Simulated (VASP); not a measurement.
A run of VASP 6.6.1 is set up as follows.

File INCAR:

```
SYSTEM = Al16GeN15
ALGO = Normal
EDIFF = 1E-6
ENCUT = 520
GGA = PE
ISIF = 2
ISMEAR = 0
ISPIN = 2
LASPH = .True.
LCHARG = .True.
LELF = .True.
LORBIT = 11
LREAL = Auto
LVHAR = .True.
LWAVE = .False.
MAGMOM = 0 0 0 0 0 0.01 0 0 0 0.01 0 0 0.01 0.04 0 0 0 0 0 0 0.09 0.09 0.01 0.03 0.09 0.08 0.01 0.04 0.09 0 0.04 0.37
NBANDS = 94
NELECT = 136.0
NELM = 150
NUPDOWN = 2.0
PREC = Accurate
SIGMA = 0.01
```

Contents of KPOINTS:

```
Automatic mesh
0
Gamma
  1 1 1
  0.25 0.25 0.25
```

File POSCAR:

```
Al16GeN15
1.0
    6.2595139128      0.0000000578      0.0000000000
   -3.1297570064      5.4208980350      0.0000000000
    0.0000000000      0.0000000000     10.0348065929
Al N Ge
16 15 1
Direct
    0.3337642467      0.1638082990      0.2520902712
    0.1664767936      0.3339137501      0.5005652741
    0.3305119121      0.1699033013      0.7549269742
    0.1666394031      0.3322034108      1.0064670129
    0.3351141506      0.6665917573      0.2519667262
    0.2003597089      0.8590677515      0.5146860862
    0.3302173481      0.6585777872      0.7540870312
    0.1821499136      0.8396818706      0.9927735668
    0.8319121851      0.1637041436      0.2517012513
    0.6429225605      0.3014726533      0.5135778533
    0.8411611197      0.1690783755      0.7538778633
    0.6583471059      0.3152432606      0.9924070739
    0.8337287085      0.6608970694      0.1765074604
    0.6480554370      0.8525309039      0.5168069294
    0.8348827787      0.6652819182      0.7544120420
    0.6601483979      0.8386992850      0.9939204821
    0.3316234202      0.1700672999      0.4411951858
    0.1677967748      0.3308659657      0.1950846861
    0.3285816767      0.1695384485      0.9400892119
    0.1682518784      0.3314307409      0.6895908687
    0.3319097768      0.6720145051      0.4436973526
    0.1811258245      0.8356151165      0.1807072881
    0.3300305146      0.6601804609      0.9395008702
    0.1729447586      0.8344810433      0.7009943045
    0.8284697712      0.1682979798      0.4434839751
    0.6601633839      0.3142998149      0.1798013011
    0.8388453060      0.1687164769      0.9392982303
    0.6664598019      0.3277513045      0.7004036399
    0.6640493078      0.8348847889      0.1831620807
    0.8321811322      0.6656466170      0.9516025020
    0.6675067969      0.8314577121      0.7002123314
    0.8356217930      0.6682867958      0.4101638338
```

Potentials or basis: VASP PAW PBE potentials, release 64 (Al, N, Ge_d).

Command:

```bash
$ cat potpaw_PBE.64/Al/POTCAR potpaw_PBE.64/N/POTCAR potpaw_PBE.64/Ge_d/POTCAR > POTCAR
$ mpirun -np 1 vasp_std > vasp.out
```

**Question.** What does it give for the largest force?

**Answer.** 0.553 eV/Å.

Forces in eV/Å, atoms in the order of the input:
```
Al   0.101 -0.091 -0.296
Al  -0.476  0.282  0.017
Al   0.098 -0.033  0.067
Al  -0.123  0.074  0.001
Al   0.104 -0.036  0.142
Al   0.307 -0.412  0.177
Al   0.193 -0.057 -0.028
Al  -0.134  0.050  0.031
Al   0.105 -0.074  0.152
Al   0.491 -0.021  0.226
Al   0.115 -0.128 -0.027
Al  -0.121  0.105 -0.008
Al   0.192 -0.056 -0.002
Al   0.114 -0.097 -0.397
Al   0.077 -0.061  0.003
Al  -0.141  0.081 -0.008
N    0.106 -0.084  0.056
N   -0.125  0.063 -0.007
N    0.163 -0.093 -0.061
N   -0.123  0.080 -0.008
N    0.085 -0.077 -0.041
N   -0.228  0.141  0.035
N    0.176 -0.105  0.035
N   -0.245  0.097 -0.110
N    0.117 -0.015 -0.060
N   -0.180  0.170  0.093
N    0.188 -0.117  0.025
N   -0.244  0.117 -0.104
N   -0.257  0.102 -0.145
N    0.222 -0.125 -0.014
N   -0.214  0.161  0.207
Ge  -0.346  0.160  0.047
```

Caveat: the k points lie up to 1.16 Å⁻¹ apart; the cell carries a net charge on a neutralising background, which shifts energy and pressure; the total moment is fixed, so each spin has its own Fermi level.
